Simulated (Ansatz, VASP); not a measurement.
**PbSe in VASP and in Ansatz**

```
Pb Se
1.0
     5.21700    0.00000    0.00000
    -2.60850    4.51806    0.00000
     0.00000    0.00000    6.23791
Pb Se
2 2
Direct
  0.33333 0.66667 0.93798
  0.66667 0.33333 0.43798
  0.33333 0.66667 0.43802
  0.66667 0.33333 0.93802
```

Alike in both runs: task electric field gradients; functional PBE; k mesh 8 × 8 × 5; occupations fermi-dirac, width 0.08 eV; no spin polarisation.

|  | VASP | Ansatz |
| --- | --- | --- |
| version | VASP 6.6.1 | Ansatz 0.2.0 |
| potentials or method | VASP PAW PBE potentials, release 64 (Pb_d, Se) | PAW with Ansatz's default frozen-core files, scalar-relativistic |
| plane-wave cutoff (eV) | 520 | 420 |
| valence electrons in the cell | 40 | 60 |

|  | VASP | Ansatz | Ansatz less VASP |
| --- | --- | --- | --- |
| pressure (GPa) | 0.0 | 0.0 | +0.01 |
| size of Vzz on the site where it differs most (V/Å²) | 30.7 | 28.6 | -2.12 |

VASP's potentials hold 40 valence electrons a cell and Ansatz's 60, so a difference there can come from the potentials and not from the codes.

Spin-orbit coupling is off throughout.
